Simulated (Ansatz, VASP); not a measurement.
# Two plane-wave programs on I

```
I
1.0
     2.44303    1.41049    4.53031
    -2.44303    1.41049    4.53031
     0.00000   -2.82097    4.53031
I
2
Direct
  0.22754 0.22754 0.22754
  0.77246 0.77246 0.77246
```

Alike in both runs: task relaxation of cell and atoms; functional r2SCAN; k mesh 6 × 6 × 6; occupations gaussian, width 0.1 eV; no spin polarisation.

|  | VASP | Ansatz |
| --- | --- | --- |
| version | VASP 6.6.1 | Ansatz 0.2.0 |
| potentials or method | VASP PAW PBE potentials, release 64 (I), cutoff 600 eV | scalar-relativistic, plane waves, PAW |
| valence electrons in the cell | 14 | 34 |

VASP gave:

- gap on the k mesh at the Fermi level, each at its own relaxed structure (eV): none
- relaxed volume (Å³/atom): 37.50
- relaxed cell length with the largest relative difference (Å): 4.311

**Question.** What did Ansatz give for the same quantities?

**Answer.** gap on the k mesh at the Fermi level, each at its own relaxed structure (eV): none; relaxed volume (Å³/atom): 41.18; relaxed cell length with the largest relative difference (Å): 4.942.

VASP's potentials were made for PBE, not for r2SCAN. A gap of «none» marks a metal or a gap that the smearing closes. One of these differences is far larger than is usual between the two programs; its cause wasn't traced. VASP's potentials hold 14 valence electrons a cell and Ansatz's 34, so a difference there can come from the potentials and not from the codes.

Neither program's run includes spin-orbit coupling. Noted on VASP's run: the volume moved by over 15 % at a fixed basis, so the end points are rough.
